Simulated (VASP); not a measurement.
# Zn (P6_3/mmc) in VASP: electric field gradients with PBE

Aim: the electric field gradients of Zn with PBE.

Program: VASP 6.6.1. These are calculated values, not measurements. Logs are shortened: lines on timing, memory, paths and dates and some standing lists are left out, and cuts for length are marked.

### Step 1. The cell of the first run

It takes space group P6_3/mmc (No. 194, hexagonal). Conventional cell: a = 2.670 Å, b = 2.670 Å, c = 4.966 Å, α = 90.00°, β = 90.00°, γ = 120.00°. Zn (site symmetry -6m2) has 12 Zn at 2.67 to 2.92 Å within 3.5 Å.

### Step 2. Electric field gradients, PBE

The input, INCAR:

```
PREC = Accurate
ENCUT = 520
EDIFF = 1E-8
ISMEAR = -1
SIGMA = 0.05
LREAL = F
LASPH = T
NELM = 60
ALGO = Normal
ISIF = 2
LWAVE = F
LCHARG = F
GGA = PE
LEFG = T
NBANDS = 19
```

The input, KPOINTS:

```
Automatic mesh
0
Gamma
  13 13 6
```

The input, POSCAR:

```
Zn
1.0
    2.6700000000      0.0000000000      0.0000000000
   -1.3350000000      2.3122878281      0.0000000000
    0.0000000000      0.0000000000      4.9660000000
Zn
2
Direct
    0.3333333333      0.6666666667      0.2500000000
    0.6666666667      0.3333333333      0.7500000000
```

Potentials or basis: VASP PAW PBE potentials, release 64 (Zn).

Started as:

```sh
> cat potpaw_PBE.64/Zn/POTCAR > POTCAR
> mpirun -np 1 vasp_std > vasp.out
```

OUTCAR:

```text
PREC = Accurate
   ENCUT = 520
   EDIFF = 1E-8
   ISMEAR = -1
   LREAL = F
   LASPH = T
   NELM = 60
   ISIF = 2
   GGA = PE

 ion  position               nearest neighbor table
   1  0.333  0.667  0.250-   2 2.92   2 2.92   2 2.92   2 2.92   2 2.92   2 2.92
   2  0.667  0.333  0.750-   1 2.92   1 2.92   1 2.92   1 2.92   1 2.92   1 2.92

  LATTYP: Found a hexagonal cell.
 ALAT       =     2.6700000000
 C/A-ratio  =     1.8599250936

  Lattice vectors:

 A1 = (   2.6700000000,   0.0000000000,   0.0000000000)
 A2 = (  -1.3350000000,   2.3122878281,   0.0000000000)
 A3 = (   0.0000000000,   0.0000000000,   4.9660000000)

Analysis of symmetry for initial positions (statically):
=====================================================================
 Subroutine PRICEL returns:
 Original cell was already a primitive cell.

 Routine SETGRP: Setting up the symmetry group for a
 hexagonal supercell.

 Subroutine GETGRP returns: Found 24 space group operations
 (whereof 12 operations were pure point group operations)
 out of a pool of 24 trial point group operations.

The static configuration has the point symmetry D_3d.
 The point group associated with its full space group is D_6h.

Analysis of symmetry for dynamics (positions and initial velocities):
=====================================================================
 Subroutine PRICEL returns:
 Original cell was already a primitive cell.

 Routine SETGRP: Setting up the symmetry group for a
 hexagonal supercell.

 Subroutine GETGRP returns: Found 24 space group operations
 (whereof 12 operations were pure point group operations)
 out of a pool of 24 trial point group operations.

The dynamic configuration has the point symmetry D_3d.
 The point group associated with its full space group is D_6h.

 Subroutine INISYM returns: Found 24 space group operations
 (whereof 12 operations are pure point group operations),
 and found     1 'primitive' translations

----------------------------------------------------------------------------------------

                                     Primitive cell

  volume of cell :      30.6591

  direct lattice vectors                    reciprocal lattice vectors
     2.670000000  0.000000000  0.000000000     0.374531835  0.216236056  0.000000000
    -1.335000000  2.312287828  0.000000000     0.000000000  0.432472112  0.000000000
     0.000000000  0.000000000  4.966000000     0.000000000  0.000000000  0.201369311

  length of vectors
     2.670000000  2.670000000  4.966000000     0.432472112  0.432472112  0.201369311

  position of ions in fractional coordinates (direct lattice)
     0.333333333  0.666666667  0.250000000
     0.666666667  0.333333333  0.750000000

  ion indices of the primitive-cell ions
   primitive index   ion index
                 1           1
                 2           2

----------------------------------------------------------------------------------------

 KPOINTS: Automatic mesh

Automatic generation of k-mesh.
 Grid dimensions read from file:
 generate k-points for:   13   13    6

 Generating k-lattice:

  Cartesian coordinates                     Fractional coordinates (reciprocal lattice)
     0.028810141  0.016633543  0.000000000     0.076923077  0.000000000  0.000000000
     0.000000000  0.033267086  0.000000000     0.000000000  0.076923077  0.000000000
     0.000000000  0.000000000  0.033561552     0.000000000  0.000000000  0.166666667

  Length of vectors
     0.033267086  0.033267086  0.033561552

  Shift w.r.t. Gamma in fractional coordinates (k-lattice)
     0.000000000  0.000000000  0.000000000

 Subroutine IBZKPT returns following result:
 ===========================================

 Found     84 irreducible k-points:

 Following reciprocal coordinates:
            Coordinates               Weight
  0.000000  0.000000  0.000000      1.000000
  0.076923 -0.000000  0.000000      6.000000
  0.153846  0.000000  0.000000      6.000000
  0.230769 -0.000000  0.000000      6.000000
  0.307692  0.000000  0.000000      6.000000
  0.384615 -0.000000  0.000000      6.000000
[... 16 lines left out ...]
  0.076923 -0.000000  0.166667     12.000000
  0.153846  0.000000  0.166667     12.000000
 [... further k-points ...]
   k-points           NKPTS =     84   k-points in BZ     NKDIM =     84   number of bands    NBANDS=     19
   number of dos      NEDOS =    301   number of ions     NIONS =      2
   total plane-waves  NPLWV =  16000
   dimension x,y,z NGX =    20 NGY =   20 NGZ =   40
   dimension x,y,z NGXF=    40 NGYF=   40 NGZF=   80
   ions per type =               2
   NGX,Y,Z   is equivalent  to a cutoff of  12.45, 12.45, 13.39 a.u.
   NGXF,Y,Z  is equivalent  to a cutoff of  24.91, 24.91, 26.78 a.u.
 SYSTEM =  unknown system
   PREC   = accura    normal or accurate (medium, high low for compatibility)
   ISTART =      0    job   : 0-new  1-cont  2-samecut
   ICHARG =      2    charge: 1-file 2-atom 10-const
   ISPIN  =      1    spin polarized calculation?
   LNONCOLLINEAR =      F non collinear calculations
   LSORBIT =      F    spin-orbit coupling
   LASPH  =      T    aspherical Exc in radial PAW
   ENCUT  =  520.0 eV  38.22 Ry    6.18 a.u.   4.96  4.96  9.23*2*pi/ulx,y,z
   NELM   =     60;   NELMIN=  2; NELMDL= -5     # of ELM steps
   EDIFF  = 0.1E-07   stopping-criterion for ELM
   LREAL  =      F    real-space projection
   EDIFFG = 0.1E-06   stopping-criterion for IOM
   NSW    =      0    number of steps for IOM
   IBRION =     -1    ionic relax: 0-MD 1-quasi-New 2-CG
   NFREE  =      0    steps in history (QN), initial steepest desc. (CG)
   ISIF   =      2    stress and relaxation
   ISYM   =      2    0-nonsym 1-usesym 2-fastsym
   POTIM  = 0.5000    time-step for ionic-motion
   TEBEG  =    0.0;   TEEND  =   0.0 temperature during run
   PSTRESS=    0.0 pullay stress
   NELECT =      24.0000    total number of electrons
   NUPDOWN=      -1.0000    fix difference up-down
   EMIN   =  10.00;   EMAX   =-10.00  energy-range for DOS
   EFERMI =   0.00;   METHOD = LEGACY
   ISMEAR =    -1;   SIGMA  =   0.05  broadening in eV -4-tet -1-fermi 0-gaus
   EFERMI_NEDOS =   21; number of points for ismear=-14 and -15
   IALGO  =     38    algorithm
   IMIX   =      4    mixing-type and parameters
     AMIX     =   0.40;   BMIX     =  1.00
     AMIX_MAG =   1.60;   BMIX_MAG =  1.00
  volume/ion in A,a.u.               =      15.33       103.45
  Fermi-wavevector in a.u.,A,eV,Ry     =   1.508778  2.851177 30.972445  2.276410
  Thomas-Fermi vector in A             =   2.619187
   LORBIT       =      0    0 simple, 1 ext, 2 COOP (PROOUT), +10 PAW based schemes
   GGA     = PE    functional components
   LHFCALC =     F    Hartree Fock is set to
   AEXX    =    0.0000 exact exchange contribution
   IVDW    =     0    specifies the selected vdW correction
   LEPSILON=     F    determine dielectric tensor
   LRPA    =     F    only Hartree local field effects (RPA)
 non-spin polarized calculation
  energy-cutoff  :      520.00
  volume of cell :       30.66
 maximum number of plane-waves:       851
 NGX is ok and might be reduce to    20
   NGX =  9   NGY =  9   NGZ = 19

 number of electron      24.0000011 magnetization

 Free energy of the ion-electron system (eV)
  ---------------------------------------------------
  ext. energy  EPLUGINS =         0.00000000
  ---------------------------------------------------
  free energy    TOTEN  =        -2.23066898 eV

  energy without entropy =       -2.22848995  energy(sigma->0) =       -2.22957946

 E-fermi :   3.0265     XC(G=0): -11.5106

 val. band max:        3.0116475504   @ k =   0.3846  -0.0000   0.0000
 cond. band min:       3.1062075746   @ k =   0.3077   0.3077   0.5000
 fundamental gap:      0.0945600242
 Fermi energy:         3.0265395326

 k-point     1 :       0.0000    0.0000    0.0000
  band No.  band energies     occupation
      1      -7.2832      2.00000
      2      -5.5209      2.00000
      3      -4.8392      2.00000
      4      -4.6085      2.00000
      5      -4.6085      2.00000
      6      -4.5599      2.00000
[... 11 lines left out ...]
     18      22.0597      0.00000
     19      22.0603      0.00000
[... 485 lines left out ...]
 k-point    24 :       0.1538    0.0000    0.1667
  band No.  band energies     occupation
      1      -6.4428      2.00000
      2      -5.2625      2.00000
      3      -4.7901      2.00000
      4      -4.6736      2.00000
      5      -4.6101      2.00000
      6      -4.4600      2.00000
[... 11 lines left out ...]
     18      19.7089      0.00000
     19      21.5790      0.00000

 [... further k-points ...]

------------------------ aborting loop because EDIFF is reached ----------------------------------------

  FORCE on cell =-STRESS in cart. coord.  units (eV):
  Direction    XX          YY          ZZ          XY          YZ          ZX
  --------------------------------------------------------------------------------------
  -------------------------------------------------------------------------------------
  Total       -0.1716593     -0.1716593     -0.0422358      0.0000000     -0.0000000      0.0000000
  in kB       -8.9705267     -8.9705267     -2.2071488      0.0000000     -0.0000000      0.0000000
  external PRESSURE =      -6.7160674 kB  Pullay stress =       0.0000000 kB

 VOLUME and BASIS-vectors are now :
 -----------------------------------------------------------------------------
  energy-cutoff  :      520.00
  volume of cell :       30.66
      direct lattice vectors                 reciprocal lattice vectors
     2.670000000  0.000000000  0.000000000     0.374531835  0.216236056  0.000000000
    -1.335000000  2.312287828  0.000000000     0.000000000  0.432472112  0.000000000
     0.000000000  0.000000000  4.966000000     0.000000000  0.000000000  0.201369311

 POSITION                                       TOTAL-FORCE (eV/Angst)
 -----------------------------------------------------------------------------------
     -0.00000      1.54153      1.24150        -0.000000      0.000000     -0.000000
      1.33500      0.77076      3.72450         0.000000     -0.000000      0.000000
 -----------------------------------------------------------------------------------
    total drift:                               -0.000000      0.000000      0.000000

  FREE ENERGIE OF THE ION-ELECTRON SYSTEM (eV)
  ---------------------------------------------------
  free  energy   TOTEN  =        -2.2306689776 eV

  energy  without entropy=       -2.2284899522  energy(sigma->0) =       -2.22957946

 Electric field gradients (V/A^2)
---------------------------------------------------------------------
 ion       V_xx      V_yy      V_zz      V_xy      V_xz      V_yz
---------------------------------------------------------------------
   1     -19.202   -19.195    38.396     0.006     0.000    -0.000
   2     -19.202   -19.195    38.396     0.006    -0.000     0.000
---------------------------------------------------------------------

 Electric field gradients after diagonalization (V/A^2)
 (convention: |V_zz| > |V_xx| > |V_yy|)
----------------------------------------------------------------------
 ion       V_xx      V_yy      V_zz     asymmetry (V_yy - V_xx)/ V_zz
----------------------------------------------------------------------
   1     -19.205   -19.191    38.396       0.000
   2     -19.205   -19.191    38.396       0.000
----------------------------------------------------------------------

           NMR quadrupolar parameters

 Cq : quadrupolar parameter    Cq=e*Q*V_zz/h
 eta: asymmetry parameters     (V_yy - V_xx)/ V_zz
 Q  : nuclear electric quadrupole moment in mb (millibarn)
----------------------------------------------------------------------
 ion       Cq(MHz)       eta       Q (mb)
----------------------------------------------------------------------
   1       0.093       0.000       1.000
   2       0.093       0.000       1.000
----------------------------------------------------------------------
```

Wall time 2 min (1 thread of Intel Xeon 8259CL, shared host); peak memory 0.16 GiB.

What came out:

| Property | Result |
| --- | --- |
| Free energy | -2.2307 eV |
| Pressure | -0.7 GPa |
| Band gap on the k mesh | zero (bands 12 and 13 overlap by 4.14 eV) |
| Largest electric field gradient by atom | Zn +38.4 V/Å² |

Levels at points of the mesh, in eV from the Fermi level:
```
           k point  band 8  band 9  band 10  band 11  band 12  band 13  band 14  band 15  band 16  band 17
(0.00, 0.00, 0.00)   -7.26   -7.26    -7.06    -7.06    -3.57    -3.04    13.51    17.15    17.39    17.39
(0.00, 0.00, 0.50)   -7.57   -7.14    -7.14    -7.14    -7.14     4.56     4.56    18.66    18.66    18.66
```

Electric field gradients, principal values (V/Å²):
```
atom    least   middle  greatest (by size)
1 Zn  -19.191  -19.205              38.396
2 Zn  -19.191  -19.205              38.396
```

Caveat: without QUAD_EFG the Cq values of the log hold for a quadrupole moment of 1 mb, not for the nuclei.

The gap in the log of VASP goes by the Fermi energy; the results here count the filled bands.